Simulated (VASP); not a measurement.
Input of a VASP 6.6.1 run:

The input INCAR:

```
ALGO = Normal
EDIFF = 1E-6
ENCUT = 600
GGA = PE
GGA_COMPAT = False
ISIF = 2
ISMEAR = 0
ISYM = 0
IVDW = 12
LASPH = True
LCHARG = True
LELF = True
LREAL = False
LVHAR = True
LWAVE = False
NBANDS = 36
NELM = 120
PREC = Accurate
SIGMA = 0.03
```

File KPOINTS:

```
k-points
0
Gamma
  15 15 2
```

File POSCAR:

```
C
1.0
   -2.4647935466      0.0000000000      0.0000000000
   -1.2323967733     -2.1345738265      0.0000000000
   -1.8485951600     -1.7788115221     20.8066193286
C
12
Direct
    0.5840650465      0.4601626162      0.2478048605
    0.6951761576      0.2379403940      0.9144715272
    0.1396206020     -0.1509484949      0.5811381939
    0.6381460646      0.5953651616      0.0855618061
    0.7492571757      0.3731429393      0.7522284728
    0.1937016202     -0.0157459496      0.4188951395
    0.5270414846      0.3176037115      0.4188755462
    0.9714859290     -0.0712851774      0.0855422129
    0.0825970401     -0.2935073996      0.7522088796
    0.3618362932     -0.0954092670      0.9144911204
    0.8062807376     -0.4842981559      0.5811577871
    0.2507251821      0.1268129552      0.2478244538
```

Potentials or basis: VASP PAW PBE potentials, release 64 (C).

Command:

```sh
$ cat potpaw_PBE.64/C/POTCAR > POTCAR
$ mpirun -np 1 vasp_std > vasp.out
```

Estimate the largest force.

0.019 eV/Å.

Predict the dispersion energy per atom.

-0.150 eV.

Predict the pressure.

0.0 GPa.

Forces in eV/Å, atoms in the order of the input:
```
C   -0.001  0.000  0.001
C    0.004 -0.002  0.011
C    0.001  0.000  0.002
C   -0.004  0.002 -0.011
C    0.001  0.000 -0.001
C   -0.001  0.000 -0.002
C    0.001  0.000 -0.002
C   -0.007  0.004 -0.017
C    0.000  0.000 -0.003
C    0.007 -0.004  0.017
C   -0.001  0.000  0.002
C    0.000  0.000  0.003
```

Caveat: the cell differs from its parent crystal (the part above a cut slid along it).
